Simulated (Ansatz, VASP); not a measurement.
## Li2O: VASP beside Ansatz

The input INCAR:

```
PREC = Accurate ; ENCUT = 750
EDIFF = 1E-6 ; ISMEAR = -1
SIGMA = 0.03 ; LREAL = False
LASPH = True ; NELM = 120
ALGO = Normal ; ISIF = 2
LWAVE = False ; LCHARG = False
GGA = PS ; NBANDS = 13
GGA_COMPAT = False
```

Contents of KPOINTS:

```
Automatic mesh
0
Gamma
  9 9 9
```

Contents of POSCAR:

```
Li2O
1.0
    0.0000000000      2.3171728138      2.3171728138
    2.3171728138      0.0000000000      2.3171728138
    2.3171728138      2.3171728138      0.0000000000
Li O
2 1
Direct
    0.2500000000      0.2500000000      0.2500000000
    0.7500000000      0.7500000000      0.7500000000
    0.0000000000      0.0000000000      0.0000000000
```

Input for Ansatz:

```yaml
crystal:
  lattice:
    - [0.0, 2.3171728138, 2.3171728138]
    - [2.3171728138, 0.0, 2.3171728138]
    - [2.3171728138, 2.3171728138, 0.0]
  atoms:
    - { symbol: Li, position: [0.25, 0.25, 0.25] }
    - { symbol: Li, position: [0.75, 0.75, 0.75] }
    - { symbol: O, position: [0.0, 0.0, 0.0] }
kpoints:
  mp_grid: { grid: [9, 9, 9] }
  band_path:
    path:
      - [0.0, 0.0, 0.0]
      - [0.5, 0.0, 0.5]
      - [0.625, 0.25, 0.625]
      - [0.375, 0.375, 0.75]
      - [0.0, 0.0, 0.0]
      - [0.5, 0.5, 0.5]
      - [0.5, 0.25, 0.75]
      - [0.5, 0.0, 0.5]
    npoints: 5
scf:
  occupations: { method: fermi_dirac, width: 0.03 }
hamiltonian:
  xc: pbesol
  pseudopotentials: { kind: all_electron, lapw: { basis_error: 0.0005 } }
output:
  forces: true
  stress: true
  eigenvalues: true
```

Change from the starting cell: volume scaled by 1.01.

Alike in both runs: task single point; functional PBEsol; k mesh 9 × 9 × 9; occupations fermi-dirac, width 0.03 eV; no spin polarisation.

|  | VASP | Ansatz |
| --- | --- | --- |
| version | VASP 6.6.1 | Ansatz 0.2.0 |
| potentials or method | VASP PAW PBE potentials, release 64 (Li_sv, O), cutoff 750 eV | all-electron LAPW, scalar-relativistic |

|  | VASP | Ansatz | Ansatz less VASP |
| --- | --- | --- | --- |
| gap on the k mesh at the Fermi level (eV) | 4.91 | 4.91 | +0.007 |
| pressure (GPa) | -2.7 | -2.9 | -0.15 |

VASP's potentials were made for PBE, not for PBEsol. Ansatz ran all-electron here, and VASP with PAW potentials.
